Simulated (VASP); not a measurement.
# TaN (Fm-3m) in VASP: a series of runs

Aim: see how the results for TaN move with the level of theory and the settings. Levels: PBEsol+D3(BJ), BLYP. Tasks: single point.

All numbers are computed with VASP 6.6.1; they aren't measurements. Logs are shortened: lines on timing, memory, paths and dates and some standing lists are left out, and cuts for length are marked.

## Step 1: The cell of the first run

The structure is cubic, space group Fm-3m (No. 225). The conventional cell has a = 4.332 Å, b = 4.332 Å, c = 4.332 Å, α = 90.00°, β = 90.00°, γ = 90.00°. Ta (site symmetry m-3m) has 6 N at 2.17 Å within 2.9 Å. Within 2.9 Å of N (site symmetry m-3m) lie 6 Ta at 2.17 Å.

## Step 2: Single point, PBEsol+D3(BJ)

Contents of INCAR:

```
  ALGO = Normal
  EDIFF = 1E-6
  ENCUT = 700
  GGA = PS
  GGA_COMPAT = False
  ISIF = 2
  ISMEAR = -1
  IVDW = 12
  LASPH = True
  LCHARG = True
  LELF = True
  LREAL = False
  LVHAR = True
  LWAVE = False
  NBANDS = 16
  NELM = 120
  PREC = Accurate
  SIGMA = 0.05
```

Contents of KPOINTS:

```
k-points
0
Gamma
  10 10 10
```

Contents of POSCAR:

```
TaN
1.0
    0.0000000000      2.1661812927      2.1661812927
    2.1661812927      0.0000000000      2.1661812927
    2.1661812927      2.1661812927      0.0000000000
Ta N
1 1
Direct
    0.5000000000      0.5000000000      0.5000000000
    0.0000000000      0.0000000000      0.0000000000
```

Potentials or basis: VASP PAW PBE potentials, release 64 (Ta_sv_GW, N).

Launch:

```sh
> cat potpaw_PBE.64/Ta_sv_GW/POTCAR potpaw_PBE.64/N/POTCAR > POTCAR
> mpirun -np 1 vasp_std > vasp.out
```

OUTCAR:

```text
EDIFF = 1E-6
   ENCUT = 700
   GGA = PS
   ISIF = 2
   ISMEAR = -1
   IVDW = 12
   LASPH = True
   LREAL = False
   NELM = 120
   PREC = Accurate
 IVDW          = 12

 ion  position               nearest neighbor table
   1  0.500  0.500  0.500-   2 2.17   2 2.17   2 2.17   2 2.17   2 2.17   2 2.17
   2  0.000  0.000  0.000-   1 2.17   1 2.17   1 2.17   1 2.17   1 2.17   1 2.17

  LATTYP: Found a face centered cubic cell.
 ALAT       =     4.3323625854

  Lattice vectors:

 A1 = (   0.0000000000,   2.1661812927,   2.1661812927)
 A2 = (   2.1661812927,   0.0000000000,   2.1661812927)
 A3 = (   2.1661812927,   2.1661812927,   0.0000000000)

Analysis of symmetry for initial positions (statically):
=====================================================================
 Subroutine PRICEL returns:
 Original cell was already a primitive cell.

 Routine SETGRP: Setting up the symmetry group for a
 face centered cubic supercell.

 Subroutine GETGRP returns: Found 48 space group operations
 (whereof 48 operations were pure point group operations)
 out of a pool of 48 trial point group operations.

The static configuration has the point symmetry O_h .

Analysis of symmetry for dynamics (positions and initial velocities):
=====================================================================
 Subroutine PRICEL returns:
 Original cell was already a primitive cell.

 Routine SETGRP: Setting up the symmetry group for a
 face centered cubic supercell.

 Subroutine GETGRP returns: Found 48 space group operations
 (whereof 48 operations were pure point group operations)
 out of a pool of 48 trial point group operations.

The dynamic configuration has the point symmetry O_h .

 Subroutine INISYM returns: Found 48 space group operations
 (whereof 48 operations are pure point group operations),
 and found     1 'primitive' translations

----------------------------------------------------------------------------------------

                                     Primitive cell

  volume of cell :      20.3289

  direct lattice vectors                    reciprocal lattice vectors
     0.000000000  2.166181293  2.166181293    -0.230820939  0.230820939  0.230820939
     2.166181293  0.000000000  2.166181293     0.230820939 -0.230820939  0.230820939
     2.166181293  2.166181293  0.000000000     0.230820939  0.230820939 -0.230820939

  length of vectors
     3.063442963  3.063442963  3.063442963     0.399793594  0.399793594  0.399793594

  position of ions in fractional coordinates (direct lattice)
     0.500000000  0.500000000  0.500000000
     0.000000000  0.000000000  0.000000000

  ion indices of the primitive-cell ions
   primitive index   ion index
                 1           1
                 2           2

----------------------------------------------------------------------------------------

 KPOINTS: k-points

Automatic generation of k-mesh.
 Grid dimensions read from file:
 generate k-points for:   10   10   10

 Generating k-lattice:

  Cartesian coordinates                     Fractional coordinates (reciprocal lattice)
    -0.023082094  0.023082094  0.023082094     0.100000000  0.000000000  0.000000000
     0.023082094 -0.023082094  0.023082094     0.000000000  0.100000000  0.000000000
     0.023082094  0.023082094 -0.023082094     0.000000000  0.000000000  0.100000000

  Length of vectors
     0.039979359  0.039979359  0.039979359

  Shift w.r.t. Gamma in fractional coordinates (k-lattice)
     0.000000000  0.000000000  0.000000000

 Subroutine IBZKPT returns following result:
 ===========================================

 Found     47 irreducible k-points:

 Following reciprocal coordinates:
            Coordinates               Weight
  0.000000  0.000000  0.000000      1.000000
  0.100000  0.000000  0.000000      8.000000
  0.200000  0.000000  0.000000      8.000000
  0.300000  0.000000  0.000000      8.000000
  0.400000  0.000000  0.000000      8.000000
  0.500000  0.000000  0.000000      4.000000
[... 16 lines left out ...]
  0.300000  0.300000  0.000000      6.000000
  0.400000  0.300000  0.000000     24.000000
 [... further k-points ...]
   k-points           NKPTS =     47   k-points in BZ     NKDIM =     47   number of bands    NBANDS=     16
   number of dos      NEDOS =    301   number of ions     NIONS =      2
   total plane-waves  NPLWV =  21952
   dimension x,y,z NGX =    28 NGY =   28 NGZ =   28
   dimension x,y,z NGXF=    56 NGYF=   56 NGZF=   56
   ions per type =               1   1
   NGX,Y,Z   is equivalent  to a cutoff of  15.19, 15.19, 15.19 a.u.
   NGXF,Y,Z  is equivalent  to a cutoff of  30.39, 30.39, 30.39 a.u.
 SYSTEM =  unknown system
   PREC   = accura    normal or accurate (medium, high low for compatibility)
   ISTART =      0    job   : 0-new  1-cont  2-samecut
   ICHARG =      2    charge: 1-file 2-atom 10-const
   ISPIN  =      1    spin polarized calculation?
   LNONCOLLINEAR =      F non collinear calculations
   LSORBIT =      F    spin-orbit coupling
   LASPH  =      T    aspherical Exc in radial PAW
   ENCUT  =  700.0 eV  51.45 Ry    7.17 a.u.   6.61  6.61  6.61*2*pi/ulx,y,z
   NELM   =    120;   NELMIN=  2; NELMDL= -5     # of ELM steps
   EDIFF  = 0.1E-05   stopping-criterion for ELM
   LREAL  =      F    real-space projection
[... 7 lines left out ...]
   TEBEG  =    0.0;   TEEND  =   0.0 temperature during run
   PSTRESS=    0.0 pullay stress
   NELECT =      18.0000    total number of electrons
   NUPDOWN=      -1.0000    fix difference up-down
   EMIN   =  10.00;   EMAX   =-10.00  energy-range for DOS
   EFERMI =   0.00;   METHOD = LEGACY
   ISMEAR =    -1;   SIGMA  =   0.05  broadening in eV -4-tet -1-fermi 0-gaus
   EFERMI_NEDOS =   21; number of points for ismear=-14 and -15
   IALGO  =     38    algorithm
   IMIX   =      4    mixing-type and parameters
     AMIX     =   0.40;   BMIX     =  1.00
     AMIX_MAG =   1.60;   BMIX_MAG =  1.00
  volume/ion in A,a.u.               =      10.16        68.59
  Fermi-wavevector in a.u.,A,eV,Ry     =   1.572030  2.970706 33.623789  2.471279
  Thomas-Fermi vector in A             =   2.673525
   LORBIT       =      0    0 simple, 1 ext, 2 COOP (PROOUT), +10 PAW based schemes
   GGA     = PS    functional components
   LHFCALC =     F    Hartree Fock is set to
   AEXX    =    0.0000 exact exchange contribution
   IVDW    =    12    specifies the selected vdW correction
   LEPSILON=     F    determine dielectric tensor
   LRPA    =     F    only Hartree local field effects (RPA)
 non-spin polarized calculation
  energy-cutoff  :      700.00
  volume of cell :       20.33
 maximum number of plane-waves:       881
   NGX = 13   NGY = 13   NGZ = 13

 number of electron      17.9999999 magnetization

 Free energy of the ion-electron system (eV)
  ---------------------------------------------------
  ext. energy  EPLUGINS =         0.00000000
  ---------------------------------------------------
  free energy    TOTEN  =       -25.75517128 eV

  energy without entropy =      -25.74963202  energy(sigma->0) =      -25.75240165

 E-fermi :  14.3723     XC(G=0): -14.2244

 val. band max:       14.2700004920   @ k =  -0.2000   0.2000   0.0000
 cond. band min:      14.3894094627   @ k =   0.0000   0.0000   0.0000
 fundamental gap:      0.1194089707
 Fermi energy:        14.3723184518

 k-point     1 :       0.0000    0.0000    0.0000
  band No.  band energies     occupation
      1     -55.0936      2.00000
      2     -21.2589      2.00000
      3     -21.2589      2.00000
      4     -21.2589      2.00000
      5      -4.8022      2.00000
      6      10.4386      2.00000
[... 8 lines left out ...]
     15      23.4862      0.00000
     16      39.3776      0.00000

 k-point     2 :       0.1000    0.0000    0.0000
  band No.  band energies     occupation
      1     -55.0869      2.00000
      2     -21.3647      2.00000
      3     -21.2683      2.00000
      4     -21.2683      2.00000
      5      -4.5383      2.00000
      6       9.2859      2.00000
[... 8 lines left out ...]
     15      24.2585      0.00000
     16      36.3478      0.00000

 k-point     3 :       0.2000    0.0000    0.0000
  band No.  band energies     occupation
      1     -55.0694      2.00000
      2     -21.6320      2.00000
      3     -21.2925      2.00000
      4     -21.2925      2.00000
      5      -3.8205      2.00000
      6       7.3920      2.00000
[... 8 lines left out ...]
     15      26.0979      0.00000
     16      32.9582      0.00000

 k-point     4 :       0.3000    0.0000    0.0000
  band No.  band energies     occupation
      1     -55.0475      2.00000
      2     -21.9456      2.00000
      3     -21.3220      2.00000
      4     -21.3220      2.00000
      5      -2.8413      2.00000
      6       5.5818      2.00000
[... 8 lines left out ...]
     15      26.9685      0.00000
     16      30.7677      0.00000

 k-point     5 :       0.4000    0.0000    0.0000
  band No.  band energies     occupation
      1     -55.0298      2.00000
      2     -22.1875      2.00000
      3     -21.3457      2.00000
      4     -21.3457      2.00000
      5      -1.8927      2.00000
      6       4.1714      2.00000
[... 8 lines left out ...]
     15      26.5924      0.00000
     16      27.8948      0.00000

 k-point     6 :       0.5000    0.0000    0.0000
  band No.  band energies     occupation
      1     -55.0232      2.00000
      2     -22.2773      2.00000
      3     -21.3547      2.00000
      4     -21.3547      2.00000
      5      -1.4516      2.00000
      6       3.5845      2.00000
[... 8 lines left out ...]
     15      26.5920      0.00000
     16      26.5925      0.00000
[... 267 lines left out ...]
 k-point    21 :      -0.3000    0.2000    0.0000
  band No.  band energies     occupation
      1     -55.0233      2.00000
      2     -22.0331      2.00000
      3     -21.6027      2.00000
      4     -21.3564      2.00000
      5      -2.2368      2.00000
      6       4.7787      2.00000
[... 8 lines left out ...]
     15      26.0894      0.00000
     16      27.5673      0.00000

 k-point    22 :      -0.2000    0.2000    0.0000
  band No.  band energies     occupation
      1     -55.0400      2.00000
      2     -21.8885      2.00000
      3     -21.5185      2.00000
      4     -21.3108      2.00000
      5      -2.7612      2.00000
      6       5.4470      2.00000
[... 8 lines left out ...]
     15      27.3752      0.00000
     16      27.9600      0.00000

 k-point    23 :       0.3000    0.3000    0.0000
  band No.  band energies     occupation
      1     -55.0324      2.00000
      2     -21.8636      2.00000
      3     -21.4803      2.00000
      4     -21.4803      2.00000
      5      -3.2786      2.00000
      6       5.9213      2.00000
[... 8 lines left out ...]
     15      27.9507      0.00000
     16      30.3900      0.00000

 k-point    24 :       0.4000    0.3000    0.0000
  band No.  band energies     occupation
      1     -55.0185      2.00000
      2     -21.9834      2.00000
      3     -21.5463      2.00000
      4     -21.5152      2.00000
      5      -3.1523      2.00000
      6       6.1884      2.00000
[... 8 lines left out ...]
     15      25.4745      0.00000
     16      29.9710      0.00000

 [... further k-points ...]

------------------------ aborting loop because EDIFF is reached ----------------------------------------

 Edisp (eV)   -0.97518

 E8    (eV) :    -0.6772

  FORCE on cell =-STRESS in cart. coord.  units (eV):
  Direction    XX          YY          ZZ          XY          YZ          ZX
  --------------------------------------------------------------------------------------
  -------------------------------------------------------------------------------------
  Total       0.46280     0.46280     0.46280    -0.00000    -0.00000     0.00000
  in kB      36.47480    36.47480    36.47480    -0.00000    -0.00000     0.00000
  external pressure =       36.47 kB  Pullay stress =        0.00 kB

 VOLUME and BASIS-vectors are now :
 -----------------------------------------------------------------------------
  energy-cutoff  :      700.00
  volume of cell :       20.33
      direct lattice vectors                 reciprocal lattice vectors
     0.000000000  2.166181293  2.166181293    -0.230820939  0.230820939  0.230820939
     2.166181293  0.000000000  2.166181293     0.230820939 -0.230820939  0.230820939
     2.166181293  2.166181293  0.000000000     0.230820939  0.230820939 -0.230820939

 POSITION                                       TOTAL-FORCE (eV/Angst)
 -----------------------------------------------------------------------------------
      2.16618      2.16618      2.16618        -0.000000     -0.000000     -0.000000
      0.00000      0.00000      0.00000         0.000000      0.000000      0.000000
 -----------------------------------------------------------------------------------
    total drift:                                0.000000      0.000000      0.000000

  FREE ENERGIE OF THE ION-ELECTRON SYSTEM (eV)
  ---------------------------------------------------
  free  energy   TOTEN  =       -26.7303534524 eV

  energy  without entropy=      -26.7248141893  energy(sigma->0) =      -26.72758382
```

Wall time 35 s (1 thread of Intel Xeon Platinum 8259CL at 2.50GHz (Skylake/Cascade Lake), shared host); peak memory 0.19 GiB.

What came out:

```
Free energy                : -26.7304 eV
Pressure                   : 3.6 GPa
Band gap on the k mesh     : zero (bands 9 and 10 overlap by 4.31 eV)
Dispersion energy per atom : -0.488 eV
```

Levels at points of the mesh, in eV from the Fermi level:
```csv
k point,band 5,band 6,band 7,band 8,band 9,band 10,band 11,band 12,band 13,band 14
"(0.00, 0.00, 0.00)",-19.17,-3.93,-3.93,-3.93,-2.28,-2.28,-2.28,0.02,0.02,1.90
"(0.50, 0.00, 0.00)",-15.82,-10.79,-7.94,-7.94,2.03,2.03,2.13,3.89,8.03,8.03
"(0.50, 0.50, 0.00)",-17.90,-6.72,-5.83,-4.72,-4.72,2.22,3.81,3.81,5.04,7.23
```

Caveat: the cell stands under pressure; the PAW data sets were made with another functional, which shifts forces and pressure a little; spin-orbit coupling is left out, which moves the levels of the heavy elements.

[end of part 1 of 2]

The gap in the log of VASP goes by the Fermi energy; the results here count the filled bands.